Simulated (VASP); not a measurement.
# Ru (P6_3/mmc) in VASP: vibrations by perturbation theory with PBE

Aim: the vibrations by perturbation theory of Ru with PBE.

Program: VASP 6.6.1. These are calculated values, not measurements. Logs are shortened: lines on timing, memory, paths and dates and some standing lists are left out, and cuts for length are marked.

## Step 1: The cell of the first run

The structure is hexagonal, space group P6_3/mmc (No. 194). Conventional cell: a = 2.722 Å, b = 2.722 Å, c = 4.297 Å, α = 90.00°, β = 90.00°, γ = 120.00°. Ru (site symmetry -6m2) has 12 Ru at 2.66 to 2.72 Å within 3.5 Å.

## Step 2: Vibrations by perturbation theory, PBE

File INCAR:

```
SYSTEM = Ru
PREC     = Accurate       ! precision mode
ENCUT    = 520            ! plane-wave cutoff, eV
EDIFF    = 1E-8           ! SCF threshold, eV
ISMEAR   = -1             ! smearing method
SIGMA    = 0.15           ! smearing width, eV
LREAL    = .False.        ! projectors in reciprocal space
LASPH    = .True.         ! aspherical terms in the spheres
NELM     = 60             ! most SCF steps
ALGO     = Normal         ! electronic algorithm
ISIF     = 2              ! what is computed and relaxed
LWAVE    = .False.        ! write WAVECAR
LCHARG   = .False.        ! write CHGCAR
GGA      = PE             ! functional
IBRION   = 8              ! ionic algorithm
NSW      = 1              ! ionic steps
```

File KPOINTS:

```
regular mesh
0
Gamma
  18 18 10
  0 0 0
```

File POSCAR:

```
Ru
1.0
    2.7221527156      0.0000000000      0.0000000000
   -1.3610763578      2.3574534047      0.0000000000
    0.0000000000      0.0000000000      4.2970989277
Ru
2
Direct
    0.3333333333      0.6666666667      0.2500000000
    0.6666666667      0.3333333333      0.7500000000
```

Potentials or basis: VASP PAW PBE potentials, release 64 (Ru_pv).

Started as:

```bash
$ cat potpaw_PBE.64/Ru_pv/POTCAR > POTCAR
$ mpirun -np 1 vasp_std > vasp.out
```

OUTCAR:

```text
SYSTEM = Ru
   PREC = Accurate
   ENCUT = 520
   EDIFF = 1E-8
   ISMEAR = -1
   LREAL = .False.
   LASPH = .True.
   NELM = 60
   ISIF = 2
   GGA = PE
   IBRION = 8
   NSW = 1

 ion  position               nearest neighbor table
   1  0.333  0.667  0.250-   2 2.66   2 2.66   2 2.66   2 2.66   2 2.66   2 2.66
   2  0.667  0.333  0.750-   1 2.66   1 2.66   1 2.66   1 2.66   1 2.66   1 2.66

  LATTYP: Found a hexagonal cell.
 ALAT       =     2.7221527156
 C/A-ratio  =     1.5785664423

  Lattice vectors:

 A1 = (   2.7221527156,   0.0000000000,   0.0000000000)
 A2 = (  -1.3610763578,   2.3574534047,   0.0000000000)
 A3 = (   0.0000000000,   0.0000000000,   4.2970989277)

Analysis of symmetry for initial positions (statically):
=====================================================================
 Subroutine PRICEL returns:
 Original cell was already a primitive cell.

 Routine SETGRP: Setting up the symmetry group for a
 hexagonal supercell.

 Subroutine GETGRP returns: Found 24 space group operations
 (whereof 12 operations were pure point group operations)
 out of a pool of 24 trial point group operations.

The static configuration has the point symmetry D_3d.
 The point group associated with its full space group is D_6h.

Analysis of symmetry for dynamics (positions and initial velocities):
=====================================================================
 Subroutine PRICEL returns:
 Original cell was already a primitive cell.

 Routine SETGRP: Setting up the symmetry group for a
 hexagonal supercell.

 Subroutine GETGRP returns: Found 24 space group operations
 (whereof 12 operations were pure point group operations)
 out of a pool of 24 trial point group operations.

The dynamic configuration has the point symmetry D_3d.
 The point group associated with its full space group is D_6h.

 Subroutine INISYM returns: Found 24 space group operations
 (whereof 12 operations are pure point group operations),
 and found     1 'primitive' translations

----------------------------------------------------------------------------------------

                                     Primitive cell

  volume of cell :      27.5760

  direct lattice vectors                    reciprocal lattice vectors
     2.722152716  0.000000000  0.000000000     0.367356319  0.212093269  0.000000000
    -1.361076358  2.357453405  0.000000000     0.000000000  0.424186539  0.000000000
     0.000000000  0.000000000  4.297098928     0.000000000  0.000000000  0.232715145

  length of vectors
     2.722152716  2.722152716  4.297098928     0.424186539  0.424186539  0.232715145

  position of ions in fractional coordinates (direct lattice)
     0.333333333  0.666666667  0.250000000
     0.666666667  0.333333333  0.750000000

  ion indices of the primitive-cell ions
   primitive index   ion index
                 1           1
                 2           2

----------------------------------------------------------------------------------------

 KPOINTS: regular mesh

Automatic generation of k-mesh.
 Grid dimensions read from file:
 generate k-points for:   18   18   10

 Generating k-lattice:

  Cartesian coordinates                     Fractional coordinates (reciprocal lattice)
     0.020408684  0.011782959  0.000000000     0.055555556  0.000000000  0.000000000
     0.000000000  0.023565919  0.000000000     0.000000000  0.055555556  0.000000000
     0.000000000  0.000000000  0.023271514     0.000000000  0.000000000  0.100000000

  Length of vectors
     0.023565919  0.023565919  0.023271514

[... 75 lines left out ...]
  Fermi-wavevector in a.u.,A,eV,Ry     =   1.645447  3.109444 36.837710  2.707495
  Thomas-Fermi vector in A             =   2.735242
   LORBIT       =      0    0 simple, 1 ext, 2 COOP (PROOUT), +10 PAW based schemes
   GGA     = PE    functional components
   LHFCALC =     F    Hartree Fock is set to
   AEXX    =    0.0000 exact exchange contribution
   IVDW    =     0    specifies the selected vdW correction
   LEPSILON=     F    determine dielectric tensor
   LRPA    =     F    only Hartree local field effects (RPA)
 non-spin polarized calculation
  energy-cutoff  :      520.00
  volume of cell :       27.58
 maximum number of plane-waves:       759
   NGX = 11   NGY = 11   NGZ = 15

--------------------------------------- Ionic step        1  -------------------------------------------

 number of electron      28.0000013 magnetization

 Free energy of the ion-electron system (eV)
  ---------------------------------------------------
  ext. energy  EPLUGINS =         0.00000000
  ---------------------------------------------------
  free energy    TOTEN  =       -18.53129737 eV

  energy without entropy =      -18.40294339  energy(sigma->0) =      -18.46712038

 E-fermi :  12.5742     XC(G=0): -14.0234

 val. band max:       12.5713966193   @ k =   0.0000   0.0000   0.2000
 cond. band min:      12.5747916792   @ k =   0.2222   0.1111   0.1000
 fundamental gap:      0.0033950599
 Fermi energy:        12.5741895621

 k-point     1 :       0.0000    0.0000    0.0000
  band No.  band energies     occupation
      1     -31.0291      2.00000
      2     -30.1410      2.00000
      3     -30.1410      2.00000
      4     -29.9767      2.00000
      5     -29.9767      2.00000
      6     -29.9365      2.00000
[... 481 lines left out ...]
      5     -30.2149      2.00000
      6     -30.1392      2.00000
[... 10 lines left out ...]
     17      16.2266      0.00000
     18      19.8288      0.00000

 [... further k-points ...]
[... 5 lines left out ...]
  --------------------------------------------------------------------------------------
  -------------------------------------------------------------------------------------
  Total       -0.0136466     -0.0136466     -0.0084572      0.0000000     -0.0000000      0.0000000
  in kB       -0.7928742     -0.7928742     -0.4913680      0.0000000     -0.0000000      0.0000000
  external PRESSURE =      -0.6923721 kB  Pullay stress =       0.0000000 kB

 VOLUME and BASIS-vectors are now :
 -----------------------------------------------------------------------------
  energy-cutoff  :      520.00
  volume of cell :       27.58
      direct lattice vectors                 reciprocal lattice vectors
     2.722152716  0.000000000  0.000000000     0.367356319  0.212093269  0.000000000
    -1.361076358  2.357453405  0.000000000     0.000000000  0.424186539  0.000000000
     0.000000000  0.000000000  4.297098928     0.000000000  0.000000000  0.232715145

 POSITION                                       TOTAL-FORCE (eV/Angst)
 -----------------------------------------------------------------------------------
     -0.00000      1.57164      1.07427        -0.000000      0.000000      0.000000
      1.36108      0.78582      3.22282         0.000000     -0.000000      0.000000
 -----------------------------------------------------------------------------------
    total drift:                               -0.000000      0.000000     -0.000000

  FREE ENERGIE OF THE ION-ELECTRON SYSTEM (eV)
  ---------------------------------------------------
  free  energy   TOTEN  =       -18.5312973673 eV

  energy  without entropy=      -18.4029433926  energy(sigma->0) =      -18.46712038

[... ionic steps 2 to 3 ...]

--------------------------------------- Ionic step        4  -------------------------------------------

------------------------ aborting loop because EDIFF is reached ----------------------------------------

[... ionic steps 5 to 5 ...]

--------------------------------------- Ionic step        6  -------------------------------------------

 Free energy of the ion-electron system (eV)
  ---------------------------------------------------
  ---------------------------------------------------
  free energy    TOTEN  =        -0.74008248 eV

  energy without entropy =       -0.74008248

------------------------ aborting loop because EDIFF is reached ----------------------------------------

 INTERNAL STRAIN TENSOR  FOR ION    1  DIRECTION 3   (eV/Angst):
 -----------------------------------------------------------------------------
    -0.05891  0.00000 -0.00000
     0.00000 -0.05891 -0.00000
     0.00000  0.00000  0.12427

 INTERNAL STRAIN TENSOR FOR ION    2 for displacements in x,y,z  (eV/Angst):
          X           Y           Z          XY          YZ          ZX
  --------------------------------------------------------------------------------
  x    -0.00000     0.00000     0.00000     2.64455     0.00000     0.00000
  y     2.64455    -2.64455     0.00000     0.00000     0.00000     0.00000
  z     0.00000     0.00000    -0.00000     0.00000     0.00000     0.00000

 SECOND DERIVATIVES (NOT SYMMETRIZED)
 ------------------------------------
               1X          1Y          1Z          2X          2Y          2Z
  1X    -6.741468    0.000000    0.000000    6.741468    0.000000    0.000000
  1Y     0.000000   -6.741468    0.000000    0.000000    6.741468    0.000000
  1Z     0.000000   -0.000000  -11.396105    0.000000    0.000000   11.396105
  2X     6.741468    0.000000    0.000000   -6.741468    0.000000    0.000000
  2Y     0.000000    6.741468    0.000000    0.000000   -6.741468    0.000000
  2Z     0.000000    0.000000   11.396105    0.000000   -0.000000  -11.396105

 Eigenvectors and eigenvalues of the dynamical matrix
 ----------------------------------------------------

   1 f  =    7.423912 THz    46.645813 2PiTHz  247.635042 cm-1    30.702818 meV
             X         Y         Z           dx          dy          dz
     -0.000000  1.571636  1.074275     0.000000    0.000000    0.707107
      1.361076  0.785818  3.222824     0.000000   -0.000000   -0.707107
[... 16 lines left out ...]
   5 f  =    0.000000 THz     0.000000 2PiTHz    0.000001 cm-1     0.000000 meV
             X         Y         Z           dx          dy          dz
     -0.000000  1.571636  1.074275     0.261181   -0.034216    0.656211
      1.361076  0.785818  3.222824     0.261181   -0.034216    0.656211

   6 f/i=    0.000000 THz     0.000000 2PiTHz    0.000002 cm-1     0.000000 meV
             X         Y         Z           dx          dy          dz
     -0.000000  1.571636  1.074275     0.336920   -0.599287   -0.165347
      1.361076  0.785818  3.222824     0.336920   -0.599287   -0.165347

--------------------------------------------------------------------------------------------------------

 ELASTIC MODULI CONTR FROM IONIC RELAXATION (kBar)
 Direction    XX          YY          ZZ          XY          YZ          ZX
 --------------------------------------------------------------------------------
 XX         -60.2738     60.2738     -0.0000      0.0000      0.0000      0.0000
 YY          60.2738    -60.2738      0.0000     -0.0000      0.0000     -0.0000
 ZZ          -0.0000      0.0000     -0.0000     -0.0000      0.0000      0.0000
 XY           0.0000     -0.0000     -0.0000    -60.2738      0.0000      0.0000
 YZ           0.0000      0.0000      0.0000      0.0000      0.0000      0.0000
 ZX           0.0000     -0.0000      0.0000      0.0000      0.0000     -0.0000
 --------------------------------------------------------------------------------
```

Run time: 22 min. Hardware: 1 thread of Oxide Virtual Turin-like, shared host; peak memory 0.87 GiB.

What came out:

```yaml
Highest_phonon_frequency_at_Γ: 248 cm⁻¹
```

Phonon frequencies in cm⁻¹ (negative: imaginary):
| q point | frequencies |
| --- | --- |
| (0.000, 0.000, 0.000) | 0 0 0 190 190 248 |
